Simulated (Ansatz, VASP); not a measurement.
**HfO2: VASP beside Ansatz**

INCAR

```
SYSTEM = HfO2
PREC = Accurate
ENCUT = 520
EDIFF = 1E-7
ISMEAR = 0
SIGMA = 0.05
LREAL = .FALSE.
LASPH = .TRUE.
NELM = 80
ALGO = Normal
ISIF = 2
LWAVE = .FALSE.
LCHARG = .FALSE.
GGA = PE
IBRION = 2
NSW = 100
EDIFFG = -0.01
KPAR = 4
```

The input KPOINTS:

```
regular mesh
0
G
  6 6 4
  0 0 0
```

File POSCAR:

```
HfO2
1.0
    3.6043047997      0.0000000000      0.0000000000
    0.0000000000      3.6043047997      0.0000000000
    0.0000000000      0.0000000000      5.2639671207
Hf O
2 4
Direct
    0.5014255258      0.4881862960      0.5064390834
    0.0046890448     -0.0043950991      0.0248215729
    0.0014480023      0.4907050728      0.6884058231
    0.5216170349      0.0110111566      0.8067817465
    0.4766156395     -0.0087178688      0.3014156097
   -0.0057952472      0.5232104425      0.1721361644
```

Input for Ansatz:

```yaml
crystal:
  lattice:
    - [3.6043047997, 0.0, 0.0]
    - [0.0, 3.6043047997, 0.0]
    - [0.0, 0.0, 5.2639671207]
  atoms:
    - { symbol: Hf, position: [0.5014255258, 0.488186296, 0.5064390834] }
    - { symbol: Hf, position: [0.0046890448, -0.0043950991, 0.0248215729] }
    - { symbol: O, position: [0.0014480023, 0.4907050728, 0.6884058231] }
    - { symbol: O, position: [0.5216170349, 0.0110111566, 0.8067817465] }
    - { symbol: O, position: [0.4766156395, -0.0087178688, 0.3014156097] }
    - { symbol: O, position: [-0.0057952472, 0.5232104425, 0.1721361644] }
basis:
  ecutwfc: 420
kpoints:
  mp_grid: { grid: [6, 6, 4] }
hamiltonian:
  xc: pbe
scf:
  occupations: { method: gaussian, width: 0.05 }
output:
  forces: true
  stress: true
  eigenvalues: true
relax:
  adjacent_minimum: "off"
  f_tol: 0.01
  max_steps: 80
```

Change from the starting cell: all atoms moved at random, sigma 0.1 Å a component; relaxed back.

Alike in both runs: task relaxation of the atoms; functional PBE; k mesh 6 × 6 × 4; occupations gaussian, width 0.05 eV; no spin polarisation.

|  | VASP | Ansatz |
| --- | --- | --- |
| version | VASP 6.6.1 | Ansatz 0.2.0 |
| potentials or method | VASP PAW PBE potentials, release 64 (Hf_pv, O), cutoff 520 eV | scalar-relativistic, plane waves, PAW |
| valence electrons in the cell | 44 | 76 |

|  | VASP | Ansatz | Ansatz less VASP |
| --- | --- | --- | --- |
| gap on the k mesh at the Fermi level, each at its own relaxed structure (eV) | 4.68 | 4.67 | -0.007 |

VASP's potentials hold 44 valence electrons a cell and Ansatz's 76, so a difference there can come from the potentials and not from the codes. Ansatz's warnings: stress scf threshold loose.

Neither program's run includes spin-orbit coupling.
